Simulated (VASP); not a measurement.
# Bi3H (P6_3/mmc) in VASP: notebook

Bi3H is run at these levels: PBE; tasks: single point, relaxation of cell and atoms.

Program: VASP 6.6.1. These are calculated values, not measurements. Logs are shortened: lines on timing, memory, paths and dates and some standing lists are left out, and cuts for length are marked.

## Step 1: The cell of the first run

Symmetry: P6_3/mmc, No. 194, hexagonal system. The conventional cell has a = 6.597 Å, b = 6.597 Å, c = 5.295 Å, α = 90.00°, β = 90.00°, γ = 120.00°. Within 4.3 Å of Bi (site symmetry mm2) lie 4 H at 3.26 to 3.30 Å and 8 Bi at 3.26 to 3.30 Å. Within 4.3 Å of H (site symmetry -6m2) lie 12 Bi at 3.26 to 3.30 Å.

## Step 2: Single point, PBE

The input, INCAR:

```
SYSTEM = Bi3H
  ALGO = Fast
  EDIFF = 1E-6
  ENCUT = 520
  GGA = PE
  ISIF = 2
  ISMEAR = 0
  LASPH = .TRUE.
  LCHARG = .FALSE.
  LREAL = .FALSE.
  LWAVE = .FALSE.
  NBANDS = 56
  NELM = 60
  PREC = Accurate
  SIGMA = 0.1
```

The input, KPOINTS:

```
k-points
0
G
  3 3 4
  0 0 0
```

The input, POSCAR:

```
Bi3H
1.0
    6.5966103256      0.0000000000      0.0000000000
   -3.2983051628      5.7128321208      0.0000000000
    0.0000000000      0.0000000000      5.2947975925
Bi H
6 2
Direct
    0.8330000000      0.6660000000      0.2500000000
    0.1670000000      0.8330000000      0.7500000000
    0.3340000000      0.1670000000      0.2500000000
    0.1670000000      0.3340000000      0.7500000000
    0.8330000000      0.1670000000      0.2500000000
    0.6660000000      0.8330000000      0.7500000000
    0.3333333333      0.6666666667      0.2500000000
    0.6666666667      0.3333333333      0.7500000000
```

Potentials or basis: VASP PAW PBE potentials, release 64 (Bi_d, H).

Launch:

```console
cat potpaw_PBE.64/Bi_d/POTCAR potpaw_PBE.64/H/POTCAR > POTCAR
mpirun -np 1 vasp_std > vasp.out
```

OUTCAR:

```text
SYSTEM = Bi3H
   EDIFF = 1E-6
   ENCUT = 520
   GGA = PE
   ISIF = 2
   ISMEAR = 0
   LASPH = .TRUE.
   LREAL = .FALSE.
   NELM = 60
   PREC = Accurate

 ion  position               nearest neighbor table
   1  0.833  0.666  0.250-   2 3.26   6 3.26   2 3.26   6 3.26   5 3.29   3 3.29   3 3.30   5 3.30

   2  0.167  0.833  0.750-   3 3.26   3 3.26   1 3.26   1 3.26   4 3.29   6 3.29   4 3.30   6 3.30

   3  0.334  0.167  0.250-   2 3.26   2 3.26   4 3.26   4 3.26   1 3.29   5 3.29   1 3.30   5 3.30

   4  0.167  0.334  0.750-   3 3.26   5 3.26   3 3.26   5 3.26   2 3.29   6 3.29   2 3.30   6 3.30

   5  0.833  0.167  0.250-   6 3.26   6 3.26   4 3.26   4 3.26   1 3.29   3 3.29   1 3.30   3 3.30

   6  0.666  0.833  0.750-   5 3.26   5 3.26   1 3.26   1 3.26   4 3.29   2 3.29   4 3.30   2 3.30

   7  0.333  0.667  0.250-
   8  0.667  0.333  0.750-

  LATTYP: Found a hexagonal cell.
 ALAT       =     6.5966103256
 C/A-ratio  =     0.8026542923

  Lattice vectors:

 A1 = (   6.5966103256,   0.0000000000,   0.0000000000)
 A2 = (  -3.2983051628,   5.7128321208,   0.0000000000)
 A3 = (   0.0000000000,   0.0000000000,   5.2947975925)

Analysis of symmetry for initial positions (statically):
=====================================================================
 Subroutine PRICEL returns:
 Original cell was already a primitive cell.

 Routine SETGRP: Setting up the symmetry group for a
 hexagonal supercell.

 Subroutine GETGRP returns: Found 24 space group operations
 (whereof 12 operations were pure point group operations)
 out of a pool of 24 trial point group operations.

The static configuration has the point symmetry D_3d.
 The point group associated with its full space group is D_6h.

Analysis of symmetry for dynamics (positions and initial velocities):
=====================================================================
 Subroutine PRICEL returns:
 Original cell was already a primitive cell.

 Routine SETGRP: Setting up the symmetry group for a
 hexagonal supercell.

 Subroutine GETGRP returns: Found 24 space group operations
 (whereof 12 operations were pure point group operations)
 out of a pool of 24 trial point group operations.

The dynamic configuration has the point symmetry D_3d.
 The point group associated with its full space group is D_6h.

 Subroutine INISYM returns: Found 24 space group operations
 (whereof 12 operations are pure point group operations),
 and found     1 'primitive' translations

[... 95 lines left out ...]
   NFREE  =      0    steps in history (QN), initial steepest desc. (CG)
   ISIF   =      2    stress and relaxation
   ISYM   =      2    0-nonsym 1-usesym 2-fastsym
   POTIM  = 0.5000    time-step for ionic-motion
   TEBEG  =    0.0;   TEEND  =   0.0 temperature during run
   PSTRESS=    0.0 pullay stress
   NELECT =      92.0000    total number of electrons
   NUPDOWN=      -1.0000    fix difference up-down
   EMIN   =  10.00;   EMAX   =-10.00  energy-range for DOS
   EFERMI =   0.00;   METHOD = LEGACY
   ISMEAR =     0;   SIGMA  =   0.10  broadening in eV -4-tet -1-fermi 0-gaus
   EFERMI_NEDOS =   21; number of points for ismear=-14 and -15
   IALGO  =     68    algorithm
   IMIX   =      4    mixing-type and parameters
     AMIX     =   0.40;   BMIX     =  1.00
     AMIX_MAG =   1.60;   BMIX_MAG =  1.00
  volume/ion in A,a.u.               =      24.94       168.32
  Fermi-wavevector in a.u.,A,eV,Ry     =   1.264727  2.389988 21.762996  1.599535
  Thomas-Fermi vector in A             =   2.398017
   LORBIT       =      0    0 simple, 1 ext, 2 COOP (PROOUT), +10 PAW based schemes
   GGA     = PE    functional components
   LHFCALC =     F    Hartree Fock is set to
   AEXX    =    0.0000 exact exchange contribution
   IVDW    =     0    specifies the selected vdW correction
   LEPSILON=     F    determine dielectric tensor
   LRPA    =     F    only Hartree local field effects (RPA)
 non-spin polarized calculation
 RMM-DIIS sequential band-by-band and
 Gauss-broadening in eV      SIGMA  =   0.10
  energy-cutoff  :      520.00
  volume of cell :      199.54
 maximum number of plane-waves:      5402
 NGX is ok and might be reduce to    50
   NGX = 25   NGY = 25   NGZ = 19

 number of electron      92.0000006 magnetization

 Free energy of the ion-electron system (eV)
  ---------------------------------------------------
  ext. energy  EPLUGINS =         0.00000000
  ---------------------------------------------------
  free energy    TOTEN  =       -25.66998941 eV

  energy without entropy =      -25.64132106  energy(sigma->0) =      -25.65565524

 E-fermi :   7.2640     XC(G=0): -10.0851

 val. band max:        7.1568647396   @ k =   0.3333   0.3333   0.5000
 cond. band min:       7.2839101276   @ k =   0.3333   0.0000   0.2500
 fundamental gap:      0.1270453879
 Fermi energy:         7.2640355686

 k-point     1 :       0.0000    0.0000    0.0000
  band No.  band energies     occupation
      1     -16.0608      2.00000
      2     -16.0260      2.00000
      3     -16.0260      2.00000
      4     -16.0153      2.00000
      5     -15.9729      2.00000
      6     -15.9645      2.00000
[... 520 lines left out ...]
     55      10.9096      0.00000
     56      10.9096      0.00000

------------------------ aborting loop because EDIFF is reached ----------------------------------------

  FORCE on cell =-STRESS in cart. coord.  units (eV):
  Direction    XX          YY          ZZ          XY          YZ          ZX
  --------------------------------------------------------------------------------------
  -------------------------------------------------------------------------------------
  Total        6.3802415      6.3802415      2.4110084      0.0000000     -0.0000000      0.0000000
  in kB       51.2301991     51.2301991     19.3592109      0.0000000     -0.0000000      0.0000000
  external PRESSURE =      40.6065364 kB  Pullay stress =       0.0000000 kB

 VOLUME and BASIS-vectors are now :
 -----------------------------------------------------------------------------
  energy-cutoff  :      520.00
  volume of cell :      199.54
      direct lattice vectors                 reciprocal lattice vectors
     6.596610326  0.000000000  0.000000000     0.151593008  0.087522264  0.000000000
    -3.298305163  5.712832121  0.000000000     0.000000000  0.175044528  0.000000000
     0.000000000  0.000000000  5.294797593     0.000000000  0.000000000  0.188864632

 POSITION                                       TOTAL-FORCE (eV/Angst)
 -----------------------------------------------------------------------------------
      3.29831      3.80475      1.32370        -0.000000     -0.410257      0.000000
     -1.64585      4.75879      3.97110         0.355293     -0.205129     -0.000000
      1.65245      0.95404      1.32370         0.355293      0.205129      0.000000
      0.00000      1.90809      3.97110         0.000000      0.410257      0.000000
      4.94416      0.95404      1.32370        -0.355293      0.205129      0.000000
      1.64585      4.75879      3.97110        -0.355293     -0.205129      0.000000
     -0.00000      3.80855      1.32370        -0.000000     -0.000000      0.000000
      3.29831      1.90428      3.97110         0.000000     -0.000000      0.000000
 -----------------------------------------------------------------------------------
    total drift:                               -0.000000      0.000000      0.000000

  FREE ENERGIE OF THE ION-ELECTRON SYSTEM (eV)
  ---------------------------------------------------
  free  energy   TOTEN  =       -25.6699894085 eV

  energy  without entropy=      -25.6413210629  energy(sigma->0) =      -25.65565524
```

It took 4.5 min on 1 thread of Oxide Virtual Turin-like, shared host; peak memory 0.3 GiB.

What came out:

```yaml
Free_energy: -25.6700 eV
Pressure: 4.1 GPa
Largest_force: 0.410 eV/Å
Band_gap_on_the_k_mesh: zero (bands 46 and 47 overlap by 1.77 eV)
```

Forces in eV/Å, atoms in the order of the input:
```
Bi   0.000 -0.410  0.000
Bi   0.355 -0.205  0.000
Bi   0.355  0.205  0.000
Bi   0.000  0.410  0.000
Bi  -0.355  0.205  0.000
Bi  -0.355 -0.205  0.000
H    0.000  0.000  0.000
H    0.000  0.000  0.000
```

Levels at points of the mesh, in eV from the Fermi level:
| k point | band 42 | band 43 | band 44 | band 45 | band 46 | band 47 | band 48 | band 49 | band 50 | band 51 |
| --- | --- | --- | --- | --- | --- | --- | --- | --- | --- | --- |
| (0.00, 0.00, 0.00) | -1.84 | -1.84 | -1.55 | -1.55 | -1.30 | -0.94 | 1.23 | 1.26 | 1.26 | 2.19 |
| (0.00, 0.00, 0.50) | -4.02 | -2.72 | -2.72 | 0.84 | 0.84 | 2.87 | 2.87 | 2.94 | 2.94 | 2.94 |

Caveat: the k points lie up to 0.37 Å⁻¹ apart, too coarse for converged energies and pressures of a metal; spin-orbit coupling is left out, which moves the levels of the heavy elements.

## Step 3: Single point, PBE

This run uses another cell than the first one, of 26.54 Å³/atom.

The input, INCAR:

```
PREC     = Accurate       # precision mode
ENCUT    = 520            # plane-wave cutoff, eV
EDIFF    = 1E-7           # SCF threshold, eV
ISMEAR   = 0              # smearing method
SIGMA    = 0.1            # smearing width, eV
LREAL    = False          # projectors in reciprocal space
LASPH    = True           # aspherical terms in the spheres
NELM     = 100            # most SCF steps
ALGO     = Fast           # electronic algorithm
ISIF     = 2              # what is computed and relaxed
LWAVE    = False          # write WAVECAR
LCHARG   = False          # write CHGCAR
GGA      = PE             # functional
NBANDS   = 56             # bands
```

The input, KPOINTS:

```
regular mesh
0
Gamma
  3 3 4
```

The input, POSCAR:

```
Bi3H
1.0
    7.4907374037      0.0000000000      0.0000000000
   -3.7453687018      6.4871688847      0.0000000000
    0.0000000000      0.0000000000      4.3692423517
Bi H
6 2
Direct
    0.8123273288      0.6246546576      0.2500000000
    0.1876726712      0.8123273288      0.7500000000
    0.3753453424      0.1876726712      0.2500000000
    0.1876726712      0.3753453424      0.7500000000
    0.8123273288      0.1876726712      0.2500000000
    0.6246546576      0.8123273288      0.7500000000
    0.3333333333      0.6666666667      0.2500000000
    0.6666666667      0.3333333333      0.7500000000
```

Potentials or basis: VASP PAW PBE potentials, release 64 (Bi_d, H).

Launch:

```console
cat potpaw_PBE.64/Bi_d/POTCAR potpaw_PBE.64/H/POTCAR > POTCAR
mpirun -np 1 vasp_std > vasp.out
```

Run time: 3.7 min. Hardware: 1 thread of Oxide Virtual Turin-like, shared host; peak memory 0.3 GiB.

It converged, with:

```
Free energy            : -26.7315 eV
Pressure               : 0.0 GPa
Band gap on the k mesh : zero (bands 46 and 47 overlap by 2.30 eV)
```

Levels at points of the mesh, in eV from the Fermi level:
| k point | band 43 | band 44 | band 45 | band 46 | band 47 | band 48 | band 49 | band 50 |
| --- | --- | --- | --- | --- | --- | --- | --- | --- |
| (0.00, 0.00, 0.00) | -0.92 | -0.92 | -0.48 | -0.30 | -0.30 | 0.86 | 1.72 | 1.72 |
| (0.00, 0.00, 0.50) | -2.99 | -2.99 | 1.37 | 1.37 | 2.17 | 2.17 | 2.17 | 2.17 |

Caveat: spin-orbit coupling is left out, which moves the levels of the heavy elements.

## Step 4: Relaxation of cell and atoms, PBE

The input, INCAR:

```
  ALGO = Fast
  EDIFF = 1E-6
  EDIFFG = -0.04
  ENCUT = 600
  GGA = PE
  IBRION = 2
  ISIF = 3
  ISMEAR = 0
  LASPH = T
  LCHARG = F
  LREAL = F
  LWAVE = F
  NELM = 60
  NSW = 90
  PREC = Accurate
  SIGMA = 0.1
```

The input, KPOINTS:

```
k-points
0
Gamma
  3 3 4
```

The input, POSCAR:

```
Bi3H
1.0
    6.5966103256      0.0000000000      0.0000000000
   -3.2983051628      5.7128321208      0.0000000000
    0.0000000000      0.0000000000      5.2947975925
Bi H
6 2
Direct
    0.8330000000      0.6660000000      0.2500000000
    0.1670000000      0.8330000000      0.7500000000
    0.3340000000      0.1670000000      0.2500000000
    0.1670000000      0.3340000000      0.7500000000
    0.8330000000      0.1670000000      0.2500000000
    0.6660000000      0.8330000000      0.7500000000
    0.3333333333      0.6666666667      0.2500000000
    0.6666666667      0.3333333333      0.7500000000
```

Launch:

```console
cat potpaw_PBE.64/Bi_d/POTCAR potpaw_PBE.64/H/POTCAR > POTCAR
mpirun -np 1 vasp_std > vasp.out
```

Wall time 70 min (1 thread of Oxide Virtual Turin-like, shared host); peak memory 0.37 GiB.

The run converged. Its results:

| Item | Value |
| --- | --- |
| Free energy | -26.7167 eV |
| Relaxed volume | 26.49 Å³/atom |
| Relaxed cell | a = 7.478 Å, b = 7.478 Å, c = 4.376 Å, α = 90.00°, β = 90.00°, γ = 120.00° |
| Space group after relaxing (to 0.1 Å) | P6_3/mmc (No. 194) |
| Energy gained by relaxing | 130.8 meV/atom |
| Ionic steps | 27 |
| Pressure after relaxing | 0.1 GPa |
| Largest force after relaxing | 0.035 eV/Å |
| Band gap on the k mesh | zero (bands 46 and 47 overlap by 2.28 eV) |

Forces in eV/Å, atoms in the order of the input:
```
Bi   0.000 -0.035  0.000
Bi   0.030 -0.018  0.000
Bi   0.030  0.018  0.000
Bi   0.000  0.035  0.000
Bi  -0.030  0.018  0.000
Bi  -0.030 -0.018  0.000
H    0.000  0.000  0.000
H    0.000  0.000  0.000
```

Stress tensor (GPa, compression positive):
```
0.12 0.00 0.00
0.00 0.12 0.00
0.00 0.00 0.02
```

The path:
| step | energy change (eV) | largest force (eV/Å) | pressure (GPa) | volume (Å³) |
| --- | --- | --- | --- | --- |
| 1 | 0.0000 | 0.4102 | 4.13 | 199.54 |
| 2 | -0.2230 | 0.0580 | -1.21 | 218.63 |
| 3 | -0.2315 | 0.1042 | -0.43 | 215.24 |
| 4 | -0.2735 | 0.1248 | -0.35 | 214.30 |
| 5 | -0.4027 | 0.2717 | 0.07 | 211.19 |
| 6 | -0.4586 | 0.7295 | 2.91 | 203.63 |
| 7 | -0.4682 | 0.7316 | 2.90 | 203.75 |
| 8 | -0.4983 | 0.7629 | 2.82 | 204.10 |
| 9 | -0.5712 | 0.8593 | 2.68 | 204.70 |
| 10 | -0.6870 | 0.8512 | 2.57 | 205.58 |
| 11 | -0.6036 | 0.4496 | 2.82 | 205.89 |
| 12 | -0.6581 | 0.4983 | 2.60 | 206.00 |
| 13 | -0.7045 | 0.6868 | 2.58 | 205.92 |
| 14 | -0.7685 | 0.6296 | 1.85 | 208.15 |
| 15 | -0.8883 | 0.4620 | -0.13 | 214.93 |
| 16 | -0.8354 | 0.2065 | -3.10 | 228.89 |
| 17 | -0.9107 | 0.3519 | -1.36 | 219.99 |
| 18 | -0.9497 | 0.3095 | -1.26 | 218.85 |
| 19 | -1.0303 | 0.1387 | -0.74 | 215.41 |
| 20 | -0.9031 | 0.4881 | 1.42 | 208.47 |
| 21 | -1.0405 | 0.0554 | -0.45 | 214.08 |
| 22 | -1.0409 | 0.0215 | -0.35 | 213.69 |
| 23 | -1.0409 | 0.0359 | -0.37 | 213.82 |
| 24 | -1.0449 | 0.0393 | -0.10 | 212.59 |
| 25 | -1.0457 | 0.0436 | 0.06 | 211.86 |
| 26 | -1.0457 | 0.0435 | 0.10 | 211.70 |
| 27 | -1.0465 | 0.0350 | 0.09 | 211.92 |

Final structure:
```
Bi H
1.0
     7.47776    0.00000    0.00000
    -3.73888    6.47593    0.00000
     0.00000    0.00000    4.37624
Bi H
6 2
Cartesian
  3.7389 4.0526 1.0941
  -1.6402 5.2643 3.2822
  2.0987 1.2117 1.0941
  0.0000 2.4233 3.2822
  5.3791 1.2117 1.0941
  1.6402 5.2643 3.2822
  0.0000 4.3173 1.0941
  3.7389 2.1586 3.2822
```

Levels at points of the mesh, in eV from the Fermi level:
| k point | band 44 | band 45 | band 46 | band 47 | band 48 | band 49 |
| --- | --- | --- | --- | --- | --- | --- |
| (0.00, 0.00, 0.00) | -0.91 | -0.47 | -0.33 | -0.33 | 0.86 | 1.72 |
| (0.00, 0.00, 0.50) | -2.98 | 1.38 | 1.38 | 2.19 | 2.19 | 2.19 |

Caveat: the k points lie up to 0.36 Å⁻¹ apart in the final cell, too coarse for converged energies and pressures of a metal; a cell axis changed by over 15 % at a fixed basis, so the end point is rough; spin-orbit coupling is left out, which moves the levels of the heavy elements.

(Part 1 of 2 ends here.)

The gap in the log of VASP goes by the Fermi energy; the results here count the filled bands.